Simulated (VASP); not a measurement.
# Cd (I4_1/amd) in VASP: single point with PBE

Aim: the single point of Cd with PBE.

Program: VASP 6.6.1. These are calculated values, not measurements. Logs are shortened: lines on timing, memory, paths and dates and some standing lists are left out, and cuts for length are marked.

## (1) The cell of the first run

Symmetry: I4_1/amd, No. 141, tetragonal system. The conventional cell has a = 5.066 Å, b = 5.066 Å, c = 2.601 Å, α = 90.00°, β = 90.00°, γ = 90.00°. Within 3.4 Å of Cd (site symmetry -4m2) lie 10 Cd at 2.60 to 3.20 Å.

## (2) Single point, PBE

File INCAR:

```
PREC = Accurate
ENCUT = 630
EDIFF = 1E-6
ISMEAR = -1
SIGMA = 0.1
LREAL = False
LASPH = True
NELM = 120
ALGO = Normal
ISIF = 2
LWAVE = False
LCHARG = False
GGA = PE
NBANDS = 27
GGA_COMPAT = False
```

File KPOINTS:

```
regular mesh
0
Gamma
  16 16 16
```

File POSCAR:

```
Cd
1.0
   -2.5331822904      2.5331822904      1.3003684839
    2.5331822904     -2.5331822904      1.3003684839
    2.5331822904      2.5331822904     -1.3003684839
Cd
2
Direct
   -0.3750000000     -0.1250000000     -0.2500000000
    0.3750000000      0.1250000000      0.2500000000
```

Potentials or basis: VASP PAW PBE potentials, release 64 (Cd_sv_GW).

Run with:

```console
cat potpaw_PBE.64/Cd_sv_GW/POTCAR > POTCAR
mpirun -np 1 vasp_std > vasp.out
```

OUTCAR:

```text
PREC = Accurate
   ENCUT = 630
   EDIFF = 1E-6
   ISMEAR = -1
   LREAL = False
   LASPH = True
   NELM = 120
   ISIF = 2
   GGA = PE

 ion  position               nearest neighbor table
   1  0.625  0.875  0.750-   2 2.62   2 2.62   2 2.62   2 2.62
   2  0.375  0.125  0.250-   1 2.62   1 2.62   1 2.62   1 2.62

  LATTYP: Found a body centered tetragonal cell.
 ALAT       =     5.0663645808
 C/A-ratio  =     0.5133339550

  Lattice vectors:

 A1 = (  -2.5331822904,   2.5331822904,   1.3003684839)
 A2 = (   2.5331822904,  -2.5331822904,   1.3003684839)
 A3 = (   2.5331822904,   2.5331822904,  -1.3003684839)

Analysis of symmetry for initial positions (statically):
=====================================================================
 Subroutine PRICEL returns:
 Original cell was already a primitive cell.

 Routine SETGRP: Setting up the symmetry group for a
 body centered tetragonal supercell.

 Subroutine GETGRP returns: Found 16 space group operations
 (whereof  4 operations were pure point group operations)
 out of a pool of 16 trial point group operations.

The static configuration has the point symmetry C_2h.
 The point group associated with its full space group is D_4h.

Analysis of symmetry for dynamics (positions and initial velocities):
=====================================================================
 Subroutine PRICEL returns:
 Original cell was already a primitive cell.

 Routine SETGRP: Setting up the symmetry group for a
 body centered tetragonal supercell.

 Subroutine GETGRP returns: Found 16 space group operations
 (whereof  4 operations were pure point group operations)
 out of a pool of 16 trial point group operations.

The dynamic configuration has the point symmetry C_2h.
 The point group associated with its full space group is D_4h.

 Subroutine INISYM returns: Found 16 space group operations
 (whereof  4 operations are pure point group operations),
 and found     1 'primitive' translations

----------------------------------------------------------------------------------------

                                     Primitive cell

  volume of cell :      33.3779

  direct lattice vectors                    reciprocal lattice vectors
    -2.533182290  2.533182290  1.300368484     0.000000000  0.197380189  0.384506397
     2.533182290 -2.533182290  1.300368484     0.197380189  0.000000000  0.384506397
     2.533182290  2.533182290 -1.300368484     0.197380189  0.197380189  0.000000000

  length of vectors
     3.811165599  3.811165599  3.811165599     0.432208408  0.432208408  0.279137741

  position of ions in fractional coordinates (direct lattice)
     0.625000000  0.875000000  0.750000000
     0.375000000  0.125000000  0.250000000

  ion indices of the primitive-cell ions
   primitive index   ion index
                 1           1
                 2           2

----------------------------------------------------------------------------------------

 KPOINTS: regular mesh

Automatic generation of k-mesh.
 Grid dimensions read from file:
 generate k-points for:   16   16   16

 Generating k-lattice:

  Cartesian coordinates                     Fractional coordinates (reciprocal lattice)
     0.000000000  0.012336262  0.024031650     0.062500000  0.000000000  0.000000000
     0.012336262  0.000000000  0.024031650     0.000000000  0.062500000  0.000000000
     0.012336262  0.012336262  0.000000000     0.000000000  0.000000000  0.062500000

  Length of vectors
     0.027013026  0.027013026  0.017446109

  Shift w.r.t. Gamma in fractional coordinates (k-lattice)
     0.000000000  0.000000000  0.000000000

 Subroutine IBZKPT returns following result:
 ===========================================

 Found    349 irreducible k-points:

 Following reciprocal coordinates:
            Coordinates               Weight
  0.000000  0.000000  0.000000      1.000000
  0.062500 -0.000000  0.000000      8.000000
  0.125000 -0.000000  0.000000      8.000000
  0.187500 -0.000000  0.000000      8.000000
  0.250000 -0.000000  0.000000      8.000000
  0.312500 -0.000000  0.000000      8.000000
[... 16 lines left out ...]
 -0.125000  0.062500 -0.000000     16.000000
 -0.062500  0.062500  0.000000      4.000000
 [... further k-points ...]
   k-points           NKPTS =    349   k-points in BZ     NKDIM =    349   number of bands    NBANDS=     27
   number of dos      NEDOS =    301   number of ions     NIONS =      2
   total plane-waves  NPLWV =  32768
   dimension x,y,z NGX =    32 NGY =   32 NGZ =   32
   dimension x,y,z NGXF=    64 NGYF=   64 NGZF=   64
   ions per type =               2
   NGX,Y,Z   is equivalent  to a cutoff of  13.96, 13.96, 13.96 a.u.
   NGXF,Y,Z  is equivalent  to a cutoff of  27.92, 27.92, 27.92 a.u.
 SYSTEM =  unknown system
   PREC   = accura    normal or accurate (medium, high low for compatibility)
   ISTART =      0    job   : 0-new  1-cont  2-samecut
   ICHARG =      2    charge: 1-file 2-atom 10-const
   ISPIN  =      1    spin polarized calculation?
   LNONCOLLINEAR =      F non collinear calculations
   LSORBIT =      F    spin-orbit coupling
   LASPH  =      T    aspherical Exc in radial PAW
   ENCUT  =  630.0 eV  46.30 Ry    6.80 a.u.   7.80  7.80  7.80*2*pi/ulx,y,z
   NELM   =    120;   NELMIN=  2; NELMDL= -5     # of ELM steps
   EDIFF  = 0.1E-05   stopping-criterion for ELM
   LREAL  =      F    real-space projection
   EDIFFG = 0.1E-04   stopping-criterion for IOM
   NSW    =      0    number of steps for IOM
   IBRION =     -1    ionic relax: 0-MD 1-quasi-New 2-CG
   NFREE  =      0    steps in history (QN), initial steepest desc. (CG)
   ISIF   =      2    stress and relaxation
   ISYM   =      2    0-nonsym 1-usesym 2-fastsym
   POTIM  = 0.5000    time-step for ionic-motion
   TEBEG  =    0.0;   TEEND  =   0.0 temperature during run
   PSTRESS=    0.0 pullay stress
   NELECT =      40.0000    total number of electrons
   NUPDOWN=      -1.0000    fix difference up-down
   EMIN   =  10.00;   EMAX   =-10.00  energy-range for DOS
   EFERMI =   0.00;   METHOD = LEGACY
   ISMEAR =    -1;   SIGMA  =   0.10  broadening in eV -4-tet -1-fermi 0-gaus
   EFERMI_NEDOS =   21; number of points for ismear=-14 and -15
   IALGO  =     38    algorithm
   IMIX   =      4    mixing-type and parameters
     AMIX     =   0.40;   BMIX     =  1.00
     AMIX_MAG =   1.60;   BMIX_MAG =  1.00
  volume/ion in A,a.u.               =      16.69       112.62
  Fermi-wavevector in a.u.,A,eV,Ry     =   1.738902  3.286048 41.141017  3.023779
  Thomas-Fermi vector in A             =   2.811845
   LORBIT       =      0    0 simple, 1 ext, 2 COOP (PROOUT), +10 PAW based schemes
   GGA     = PE    functional components
   LHFCALC =     F    Hartree Fock is set to
   AEXX    =    0.0000 exact exchange contribution
   IVDW    =     0    specifies the selected vdW correction
   LEPSILON=     F    determine dielectric tensor
   LRPA    =     F    only Hartree local field effects (RPA)
 non-spin polarized calculation
  energy-cutoff  :      630.00
  volume of cell :       33.38
 maximum number of plane-waves:      1221
   NGX = 15   NGY = 15   NGZ = 15

 number of electron      39.9999985 magnetization

 Free energy of the ion-electron system (eV)
  ---------------------------------------------------
  ext. energy  EPLUGINS =         0.00000000
  ---------------------------------------------------
  free energy    TOTEN  =         0.30865847 eV

  energy without entropy =        0.33152482  energy(sigma->0) =        0.32009164

 E-fermi :   9.8521     XC(G=0): -12.7610

 val. band max:        9.8474395407   @ k =   0.2500   0.2500   0.1250
 cond. band min:       9.8559535961   @ k =  -0.1875   0.3750   0.1250
 fundamental gap:      0.0085140554
 Fermi energy:         9.8520858755

 k-point     1 :       0.0000    0.0000    0.0000
  band No.  band energies     occupation
      1     -94.1822      2.00000
      2     -94.1517      2.00000
      3     -55.2925      2.00000
      4     -55.2925      2.00000
      5     -55.1392      2.00000
      6     -55.1392      2.00000
[... 19 lines left out ...]
     26      27.2545      0.00000
     27      28.1563      0.00000

 k-point     2 :       0.0625   -0.0000    0.0000
  band No.  band energies     occupation
      1     -94.1814      2.00000
      2     -94.1514      2.00000
      3     -55.2919      2.00000
      4     -55.2902      2.00000
      5     -55.1417      2.00000
      6     -55.1386      2.00000
[... 19 lines left out ...]
     26      25.6960      0.00000
     27      26.0915      0.00000

 k-point     3 :       0.1250   -0.0000    0.0000
  band No.  band energies     occupation
      1     -94.1790      2.00000
      2     -94.1504      2.00000
      3     -55.2902      2.00000
      4     -55.2837      2.00000
      5     -55.1554      2.00000
      6     -55.1489      2.00000
[... 19 lines left out ...]
     26      23.1010      0.00000
     27      24.1705      0.00000

 k-point     4 :       0.1875   -0.0000    0.0000
  band No.  band energies     occupation
      1     -94.1753      2.00000
      2     -94.1489      2.00000
      3     -55.2875      2.00000
      4     -55.2741      2.00000
      5     -55.1839      2.00000
      6     -55.1784      2.00000
[... 19 lines left out ...]
     26      22.3785      0.00000
     27      22.7512      0.00000

 k-point     5 :       0.2500   -0.0000    0.0000
  band No.  band energies     occupation
      1     -94.1708      2.00000
      2     -94.1473      2.00000
      3     -55.2844      2.00000
      4     -55.2646      2.00000
      5     -55.2190      2.00000
      6     -55.2101      2.00000
[... 19 lines left out ...]
     26      20.7544      0.00000
     27      20.8684      0.00000

 k-point     6 :       0.3125   -0.0000    0.0000
  band No.  band energies     occupation
      1     -94.1662      2.00000
      2     -94.1459      2.00000
      3     -55.2813      2.00000
      4     -55.2686      2.00000
      5     -55.2538      2.00000
      6     -55.2274      2.00000
[... 444 lines left out ...]
      1     -94.1742      2.00000
      2     -94.1499      2.00000
      3     -55.2871      2.00000
      4     -55.2653      2.00000
      5     -55.1882      2.00000
      6     -55.1771      2.00000
[... 19 lines left out ...]
     26      22.0204      0.00000
     27      23.2534      0.00000

 k-point    22 :      -0.1875    0.0625   -0.0000
  band No.  band energies     occupation
      1     -94.1781      2.00000
      2     -94.1512      2.00000
      3     -55.2894      2.00000
      4     -55.2767      2.00000
      5     -55.1624      2.00000
      6     -55.1486      2.00000
[... 19 lines left out ...]
     26      22.7948      0.00000
     27      23.8610      0.00000

 k-point    23 :      -0.1250    0.0625   -0.0000
  band No.  band energies     occupation
      1     -94.1808      2.00000
      2     -94.1519      2.00000
      3     -55.2909      2.00000
      4     -55.2859      2.00000
      5     -55.1485      2.00000
      6     -55.1406      2.00000
[... 19 lines left out ...]
     26      25.1192      0.00000
     27      25.7323      0.00000

 k-point    24 :      -0.0625    0.0625    0.0000
  band No.  band energies     occupation
      1     -94.1819      2.00000
      2     -94.1520      2.00000
      3     -55.2912      2.00000
      4     -55.2911      2.00000
      5     -55.1422      2.00000
      6     -55.1408      2.00000
[... 19 lines left out ...]
     26      27.1587      0.00000
     27      27.1749      0.00000

 [... further k-points ...]
[... 5 lines left out ...]
  --------------------------------------------------------------------------------------
  -------------------------------------------------------------------------------------
  Total        9.9334983      9.9334983      9.9382907      0.0000000      0.0000000     -0.0000000
  in kB      476.8189327    476.8189327    477.0489747      0.0000000      0.0000000     -0.0000000
  external PRESSURE =     476.8956134 kB  Pullay stress =       0.0000000 kB

 VOLUME and BASIS-vectors are now :
 -----------------------------------------------------------------------------
  energy-cutoff  :      630.00
  volume of cell :       33.38
      direct lattice vectors                 reciprocal lattice vectors
    -2.533182290  2.533182290  1.300368484     0.000000000  0.197380189  0.384506397
     2.533182290 -2.533182290  1.300368484     0.197380189  0.000000000  0.384506397
     2.533182290  2.533182290 -1.300368484     0.197380189  0.197380189  0.000000000

 POSITION                                       TOTAL-FORCE (eV/Angst)
 -----------------------------------------------------------------------------------
      2.53318      1.26659      0.97528         0.000000     -0.000000     -0.000000
      0.00000      1.26659      0.32509        -0.000000      0.000000      0.000000
 -----------------------------------------------------------------------------------
    total drift:                                0.000000     -0.000000      0.000000

  FREE ENERGIE OF THE ION-ELECTRON SYSTEM (eV)
  ---------------------------------------------------
  free  energy   TOTEN  =         0.3086584655 eV

  energy  without entropy=        0.3315248242  energy(sigma->0) =        0.32009164
```

Run time: 2.4 min. Hardware: 1 thread of Intel Xeon Platinum 8559C (Emerald Rapids), shared host; peak memory 0.49 GiB.

Results:

```
Free energy            : 0.3087 eV
Pressure               : 47.7 GPa
Band gap on the k mesh : zero (bands 20 and 21 overlap by 6.84 eV)
```

Caveat: the cell stands under pressure.
